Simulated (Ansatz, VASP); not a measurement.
# ScS4: VASP beside Ansatz

```
Sc S
1.0
     4.84352    0.00000    0.00000
     0.00000    4.84352    0.00000
     0.00000    0.00000    4.84352
Sc S
1 4
Direct
  0.00000 0.00000 0.00000
  0.50000 0.00000 0.00000
  0.00000 0.50000 0.00000
  0.00000 0.00000 0.50000
  0.50000 0.50000 0.50000
```

Alike in both runs: task single point; functional PBE; k mesh 4 × 4 × 4; occupations gaussian, width 0.1 eV; no spin polarisation.

|  | VASP | Ansatz |
| --- | --- | --- |
| version | VASP 6.6.1 | Ansatz 0.2.0 |
| potentials or method | VASP PAW PBE potentials, release 64 (Sc_sv, S), cutoff 520 eV | scalar-relativistic, plane waves, PAW |
| valence electrons in the cell | 35 | 35 |

Ansatz gave:

```
gap on the k mesh at the Fermi level (eV) : none
pressure (GPa)                            : 1.8
```

**Question.** Estimate VASP's values.

**Answer.** gap on the k mesh at the Fermi level (eV): none; pressure (GPa): 1.9.

A gap of «none» marks a metal or a gap that the smearing closes.
